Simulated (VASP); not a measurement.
# Rh (Fm-3m) in VASP: a series of runs

Rh is run at these levels: r2SCAN; tasks: single point.

Program: VASP 6.6.1. These are calculated values, not measurements. Logs are shortened: lines on timing, memory, paths and dates and some standing lists are left out, and cuts for length are marked.

## (1) The cell of the first run

It takes space group Fm-3m (No. 225, cubic). The conventional cell has a = 3.744 Å, b = 3.744 Å, c = 3.744 Å, α = 90.00°, β = 90.00°, γ = 90.00°. Rh (site symmetry m-3m) has 12 Rh at 2.65 Å within 3.5 Å.

## (2) Single point, r2SCAN

The input, POSCAR:

```
Rh
1.0
    0.0000000000      1.8722002341      1.8722002341
    1.8722002341      0.0000000000      1.8722002341
    1.8722002341      1.8722002341      0.0000000000
Rh
1
Direct
    0.0000000000      0.0000000000      0.0000000000
```

The input, INCAR.step1:

```
SYSTEM = Rh
ALGO     = Normal         ! electronic algorithm
EDIFF    = 1E-4           ! SCF threshold, eV
ENCUT    = 520            ! plane-wave cutoff, eV
GGA      = PE             ! functional
ISMEAR   = -1             ! smearing method
LASPH    = .True.         ! aspherical terms in the spheres
LCHARG   = .False.        ! write CHGCAR
LREAL    = .False.        ! projectors in reciprocal space
LWAVE    = .True.         ! write WAVECAR
NBANDS   = 14             ! bands
NELM     = 80             ! most SCF steps
PREC     = Accurate       ! precision mode
SIGMA    = 0.05           ! smearing width, eV
```

The input, INCAR.step2:

```
SYSTEM = Rh
ALGO     = Normal         ! electronic algorithm
EDIFF    = 1E-6           ! SCF threshold, eV
ENCUT    = 520            ! plane-wave cutoff, eV
ISIF     = 2              ! what is computed and relaxed
ISMEAR   = -1             ! smearing method
ISTART   = 1            
LASPH    = .True.         ! aspherical terms in the spheres
LCHARG   = .False.        ! write CHGCAR
LMIXTAU  = .True.       
LREAL    = .False.        ! projectors in reciprocal space
LWAVE    = .False.        ! write WAVECAR
METAGGA  = R2SCAN         ! meta-GGA
NBANDS   = 14             ! bands
NELM     = 80             ! most SCF steps
PREC     = Accurate       ! precision mode
SIGMA    = 0.05           ! smearing width, eV
```

The input, KPOINTS:

```
k-points
0
Gamma
  12 12 12
  0 0 0
```

Potentials or basis: VASP PAW PBE potentials, release 64 (Rh_pv).

Run with:

```
cat potpaw_PBE.64/Rh_pv/POTCAR > POTCAR
cp INCAR.step1 INCAR
mpirun -np 1 vasp_std > vasp.out
cp INCAR.step2 INCAR
mpirun -np 1 vasp_std > vasp.out
```

OUTCAR:

```text
SYSTEM = Rh
   EDIFF = 1E-6
   ENCUT = 520
   ISIF = 2
   ISMEAR = -1
   ISTART = 1
   LASPH = .True.
   LREAL = .False.
   METAGGA = R2SCAN
   NELM = 80
   PREC = Accurate

 ion  position               nearest neighbor table
   1  0.000  0.000  0.000-

  LATTYP: Found a face centered cubic cell.
 ALAT       =     3.7444004682

  Lattice vectors:

 A1 = (   0.0000000000,   1.8722002341,   1.8722002341)
 A2 = (   1.8722002341,   0.0000000000,   1.8722002341)
 A3 = (   1.8722002341,   1.8722002341,   0.0000000000)

Analysis of symmetry for initial positions (statically):
[... 33 lines left out ...]
                                     Primitive cell

  volume of cell :      13.1246

  direct lattice vectors                    reciprocal lattice vectors
     0.000000000  1.872200234  1.872200234    -0.267065451  0.267065451  0.267065451
     1.872200234  0.000000000  1.872200234     0.267065451 -0.267065451  0.267065451
     1.872200234  1.872200234  0.000000000     0.267065451  0.267065451 -0.267065451

  length of vectors
     2.647690963  2.647690963  2.647690963     0.462570930  0.462570930  0.462570930

  position of ions in fractional coordinates (direct lattice)
     0.000000000  0.000000000  0.000000000

  ion indices of the primitive-cell ions
   primitive index   ion index
                 1           1

----------------------------------------------------------------------------------------

 KPOINTS: k-points

Automatic generation of k-mesh.
 Grid dimensions read from file:
 generate k-points for:   12   12   12

 Generating k-lattice:

  Cartesian coordinates                     Fractional coordinates (reciprocal lattice)
    -0.022255454  0.022255454  0.022255454     0.083333333  0.000000000  0.000000000
     0.022255454 -0.022255454  0.022255454     0.000000000  0.083333333  0.000000000
     0.022255454  0.022255454 -0.022255454     0.000000000  0.000000000  0.083333333

  Length of vectors
     0.038547578  0.038547578  0.038547578

  Shift w.r.t. Gamma in fractional coordinates (k-lattice)
     0.000000000  0.000000000  0.000000000

 Subroutine IBZKPT returns following result:
 ===========================================

 Found     72 irreducible k-points:

 Following reciprocal coordinates:
            Coordinates               Weight
  0.000000  0.000000  0.000000      1.000000
  0.083333  0.000000  0.000000      8.000000
  0.166667  0.000000  0.000000      8.000000
  0.250000  0.000000  0.000000      8.000000
  0.333333  0.000000  0.000000      8.000000
  0.416667  0.000000  0.000000      8.000000
[... 16 lines left out ...]
  0.500000  0.166667  0.000000     24.000000
 -0.416667  0.166667  0.000000     24.000000
 [... further k-points ...]
   k-points           NKPTS =     72   k-points in BZ     NKDIM =     72   number of bands    NBANDS=     14
   number of dos      NEDOS =    301   number of ions     NIONS =      1
   total plane-waves  NPLWV =   8000
   dimension x,y,z NGX =    20 NGY =   20 NGZ =   20
   dimension x,y,z NGXF=    40 NGYF=   40 NGZF=   40
   ions per type =               1
   NGX,Y,Z   is equivalent  to a cutoff of  12.56, 12.56, 12.56 a.u.
   NGXF,Y,Z  is equivalent  to a cutoff of  25.12, 25.12, 25.12 a.u.
 SYSTEM =  Rh
   PREC   = accura    normal or accurate (medium, high low for compatibility)
   ISTART =      1    job   : 0-new  1-cont  2-samecut
   ICHARG =      0    charge: 1-file 2-atom 10-const
   ISPIN  =      1    spin polarized calculation?
   LNONCOLLINEAR =      F non collinear calculations
   LSORBIT =      F    spin-orbit coupling
   LASPH  =      T    aspherical Exc in radial PAW
   ENCUT  =  520.0 eV  38.22 Ry    6.18 a.u.   4.92  4.92  4.92*2*pi/ulx,y,z
   NELM   =     80;   NELMIN=  2; NELMDL=  0     # of ELM steps
   EDIFF  = 0.1E-05   stopping-criterion for ELM
   LREAL  =      F    real-space projection
   EDIFFG = 0.1E-04   stopping-criterion for IOM
   NSW    =      0    number of steps for IOM
   IBRION =     -1    ionic relax: 0-MD 1-quasi-New 2-CG
   NFREE  =      0    steps in history (QN), initial steepest desc. (CG)
   ISIF   =      2    stress and relaxation
   ISYM   =      2    0-nonsym 1-usesym 2-fastsym
   POTIM  = 0.5000    time-step for ionic-motion
   TEBEG  =    0.0;   TEEND  =   0.0 temperature during run
   PSTRESS=    0.0 pullay stress
   NELECT =      15.0000    total number of electrons
   NUPDOWN=      -1.0000    fix difference up-down
   EMIN   =  10.00;   EMAX   =-10.00  energy-range for DOS
   EFERMI =   0.00;   METHOD = LEGACY
   ISMEAR =    -1;   SIGMA  =   0.05  broadening in eV -4-tet -1-fermi 0-gaus
   EFERMI_NEDOS =   21; number of points for ismear=-14 and -15
   IALGO  =     38    algorithm
   IMIX   =      4    mixing-type and parameters
     AMIX     =   0.40;   BMIX     =  1.00
     AMIX_MAG =   1.60;   BMIX_MAG =  1.00
  volume/ion in A,a.u.               =      13.12        88.57
  Fermi-wavevector in a.u.,A,eV,Ry     =   1.711629  3.234510 39.860630  2.929674
  Thomas-Fermi vector in A             =   2.789708
   LORBIT       =      0    0 simple, 1 ext, 2 COOP (PROOUT), +10 PAW based schemes
   METAGGA = R2SCAN    functional components
   LHFCALC =     F    Hartree Fock is set to
   AEXX    =    0.0000 exact exchange contribution
   IVDW    =     0    specifies the selected vdW correction
   LEPSILON=     F    determine dielectric tensor
   LRPA    =     F    only Hartree local field effects (RPA)
 non-spin polarized calculation
  energy-cutoff  :      520.00
  volume of cell :       13.12
 maximum number of plane-waves:       366
   NGX =  9   NGY =  9   NGZ =  9

 number of electron      14.9999999 magnetization

 Free energy of the ion-electron system (eV)
  ---------------------------------------------------
  ext. energy  EPLUGINS =         0.00000000
  ---------------------------------------------------
  free energy    TOTEN  =       -24.11315163 eV

  energy without entropy =      -24.10556613  energy(sigma->0) =      -24.10935888

 E-fermi :  12.6228     XC(G=0): -15.5634

 val. band max:       12.5500485812   @ k =  -0.3333   0.3333   0.0000
 cond. band min:      12.6357708277   @ k =   0.3333   0.1667   0.0000
 fundamental gap:      0.0857222465
 Fermi energy:        12.6228062589

 k-point     1 :       0.0000    0.0000    0.0000
  band No.  band energies     occupation
      1     -35.2845      2.00000
      2     -35.2845      2.00000
      3     -35.2845      2.00000
      4       4.0669      2.00000
      5       9.1842      2.00000
      6       9.1842      2.00000
      7       9.1842      2.00000
      8      11.4502      2.00000
      9      11.4502      2.00000
     10      29.2822      0.00000
     11      29.8915      0.00000
     12      35.3098      0.00000
     13      35.3098      0.00000
     14      35.3098      0.00000

 k-point     2 :       0.0833    0.0000    0.0000
  band No.  band energies     occupation
      1     -35.3487      2.00000
      2     -35.2930      2.00000
      3     -35.2930      2.00000
      4       4.3698      2.00000
      5       9.0505      2.00000
      6       9.3017      2.00000
      7       9.3017      2.00000
      8      11.3861      2.00000
      9      11.3861      2.00000
     10      29.7284      0.00000
     11      29.8916      0.00000
     12      33.8695      0.00000
     13      35.7626      0.00000
     14      35.7626      0.00000

 k-point     3 :       0.1667    0.0000    0.0000
  band No.  band energies     occupation
      1     -35.5222      2.00000
      2     -35.3162      2.00000
      3     -35.3162      2.00000
      4       5.1635      2.00000
      5       8.8217      2.00000
      6       9.5358      2.00000
      7       9.5358      2.00000
      8      11.3351      2.00000
      9      11.3351      2.00000
     10      29.8910      0.00000
     11      30.7176      0.00000
     12      31.3918      0.00000
     13      37.0253      0.00000
     14      37.0253      0.00000

 k-point     4 :       0.2500    0.0000    0.0000
  band No.  band energies     occupation
      1     -35.7549      2.00000
      2     -35.3478      2.00000
      3     -35.3478      2.00000
      4       5.9410      2.00000
      5       9.1025      2.00000
      6       9.5666      2.00000
      7       9.5666      2.00000
      8      11.6472      2.00000
      9      11.6472      2.00000
     10      28.8002      0.00000
     11      29.8925      0.00000
     12      31.1355      0.00000
     13      38.7212      0.00000
     14      38.7212      0.00000

 k-point     5 :       0.3333    0.0000    0.0000
  band No.  band energies     occupation
      1     -35.9827      2.00000
      2     -35.3792      2.00000
      3     -35.3792      2.00000
      4       6.0808      2.00000
      5       9.3563      2.00000
      6       9.3563      2.00000
      7      10.5139      2.00000
      8      12.3222      1.99512
      9      12.3222      1.99511
     10      26.1003      0.00000
     11      29.8915      0.00000
[... 276 lines left out ...]
 k-point    22 :       0.4167    0.1667    0.0000
  band No.  band energies     occupation
      1     -36.0160      2.00000
      2     -35.4991      2.00000
      3     -35.4629      2.00000
      4       6.6454      2.00000
      5       8.4833      2.00000
      6       9.3896      2.00000
      7      10.1280      2.00000
      8      13.1628      0.00004
      9      14.4352      0.00000
     10      25.4148      0.00000
     11      29.8917      0.00000
     12      30.7499      0.00000
     13      33.3386      0.00000
     14      35.1822      0.00000

 k-point    23 :       0.5000    0.1667    0.0000
  band No.  band energies     occupation
      1     -36.1132      2.00000
      2     -35.5484      2.00000
      3     -35.4635      2.00000
      4       6.5780      2.00000
      5       8.3976      2.00000
      6       9.9095      2.00000
      7      10.0907      2.00000
      8      13.2988      0.00000
      9      16.5314      0.00000
     10      22.6905      0.00000
     11      29.8899      0.00000
     12      29.9686      0.00000
     13      33.4873      0.00000
     14      33.8244      0.00000

 k-point    24 :      -0.4167    0.1667    0.0000
  band No.  band energies     occupation
      1     -36.1213      2.00000
      2     -35.5788      2.00000
      3     -35.4445      2.00000
      4       6.6550      2.00000
      5       8.4128      2.00000
      6       9.8045      2.00000
      7      10.3558      2.00000
      8      12.8882      0.00986
      9      17.1509      0.00000
     10      22.2672      0.00000
     11      29.6593      0.00000
     12      29.8922      0.00000
     13      32.8049      0.00000
     14      34.6826      0.00000

 [... further k-points ...]
[... 5 lines left out ...]
  --------------------------------------------------------------------------------------
  -------------------------------------------------------------------------------------
  Total        1.2537371      1.2537371      1.2537371      0.0000000      0.0000000      0.0000000
  in kB      153.0488898    153.0488898    153.0488898      0.0000000      0.0000000      0.0000000
  external PRESSURE =     153.0488898 kB  Pullay stress =       0.0000000 kB

 VOLUME and BASIS-vectors are now :
 -----------------------------------------------------------------------------
  energy-cutoff  :      520.00
  volume of cell :       13.12
      direct lattice vectors                 reciprocal lattice vectors
     0.000000000  1.872200234  1.872200234    -0.267065451  0.267065451  0.267065451
     1.872200234  0.000000000  1.872200234     0.267065451 -0.267065451  0.267065451
     1.872200234  1.872200234  0.000000000     0.267065451  0.267065451 -0.267065451

 POSITION                                       TOTAL-FORCE (eV/Angst)
 -----------------------------------------------------------------------------------
      0.00000      0.00000      0.00000         0.000000      0.000000      0.000000
 -----------------------------------------------------------------------------------
    total drift:                                0.000000     -0.000000     -0.000000

  FREE ENERGIE OF THE ION-ELECTRON SYSTEM (eV)
  ---------------------------------------------------
  free  energy   TOTEN  =       -24.1131516325 eV

  energy  without entropy=      -24.1055661291  energy(sigma->0) =      -24.10935888
```

Wall time 41 s (1 thread of Intel Xeon Platinum 8259CL at 2.50GHz (Skylake/Cascade Lake), shared host); peak memory 0.14 GiB.

Results:

| Item | Value |
| --- | --- |
| Free energy | -24.1132 eV |
| Pressure | 15.3 GPa |

Levels at points of the mesh, in eV from the Fermi level:
```
           k point  band 4  band 5  band 6  band 7  band 8  band 9  band 10  band 11
(0.00, 0.00, 0.00)   -8.56   -3.44   -3.44   -3.44   -1.17   -1.17    16.66    17.27
(0.50, 0.00, 0.00)   -6.77   -3.56   -3.56    0.61    0.61    0.84     9.58    16.23
(0.50, 0.50, 0.00)   -7.05   -6.65    0.54    1.10    1.10    3.54    13.48    14.28
```

Caveat: the PAW data sets were made with another functional, which shifts forces and pressure a little.

## (3) Single point, r2SCAN

This run uses another cell than the first one, of 13.40 Å³/atom, 1.021 times its volume.

The input, POSCAR:

```
Rh
1.0
    0.0000000000      1.8851123679      1.8851123679
    1.8851123679      0.0000000000      1.8851123679
    1.8851123679      1.8851123679      0.0000000000
Rh
1
Direct
    0.0000000000      0.0000000000      0.0000000000
```

The input, INCAR.step1:

```
SYSTEM = Rh
ALGO = Normal
EDIFF = 1E-4
ENCUT = 520
GGA = PE
ISMEAR = -1
LASPH = .True.
LCHARG = .False.
LREAL = .False.
LWAVE = .True.
NBANDS = 14
NELM = 100
PREC = Accurate
SIGMA = 0.05
```

The input, INCAR.step2:

```
SYSTEM = Rh
ALGO = Normal
EDIFF = 1E-6
ENCUT = 520
ISIF = 2
ISMEAR = -1
ISTART = 1
LASPH = .True.
LCHARG = .True.
LELF = .True.
LMIXTAU = .True.
LREAL = .False.
LVHAR = .True.
LWAVE = .False.
METAGGA = R2SCAN
NBANDS = 14
NELM = 100
PREC = Accurate
SIGMA = 0.05
```

KPOINTS is that of step 2.

Potentials or basis: VASP PAW PBE potentials, release 64 (Rh_pv).

Run with:

```
cat potpaw_PBE.64/Rh_pv/POTCAR > POTCAR
cp INCAR.step1 INCAR
mpirun -np 1 vasp_std > vasp.out
cp INCAR.step2 INCAR
mpirun -np 1 vasp_std > vasp.out
```

It took 40 s on 1 thread of Intel Xeon Platinum 8259CL at 2.50GHz (Skylake/Cascade Lake), shared host; peak memory 0.14 GiB.

The run converged. Its results:

```yaml
Free_energy: -24.1333 eV
Pressure: 8.3 GPa
```

Levels at points of the mesh, in eV from the Fermi level:
```tsv
k point	band 4	band 5	band 6	band 7	band 8	band 9	band 10	band 11
(0.00, 0.00, 0.00)	-8.39	-3.33	-3.33	-3.33	-1.14	-1.14	16.69	17.29
(0.50, 0.00, 0.00)	-6.58	-3.45	-3.45	0.59	0.59	0.86	9.35	16.25
(0.50, 0.50, 0.00)	-6.83	-6.44	0.52	1.07	1.07	3.51	13.20	14.15
```

Caveat: the PAW data sets were made with another functional, which shifts forces and pressure a little.

[end of part 1 of 2]
